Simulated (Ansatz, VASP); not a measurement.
**One calculation of P, two programs**

```
P
1.0
     2.55857    0.00000    0.00000
     0.00000    2.55857    0.00000
     0.00000    0.00000    2.55857
P
1
Direct
  0.00000 0.00000 0.00000
```

Alike in both runs: task single point; functional PBEsol; k mesh 8 × 8 × 8; occupations gaussian, width 0.1 eV; no spin polarisation.

|  | VASP | Ansatz |
| --- | --- | --- |
| version | VASP 6.6.1 | Ansatz 0.2.0 |
| potentials or method | VASP PAW PBE potentials, release 64 (P), cutoff 500 eV | scalar-relativistic, plane waves, PAW |
| valence electrons in the cell | 5 | 5 |

|  | VASP | Ansatz | Ansatz less VASP |
| --- | --- | --- | --- |
| gap on the k mesh at the Fermi level (eV) | none | none | - |
| pressure (GPa) | -14.5 | -14.5 | -0.07 |

VASP's potentials were made for PBE, not for PBEsol. A gap of «none» marks a metal or a gap that the smearing closes.
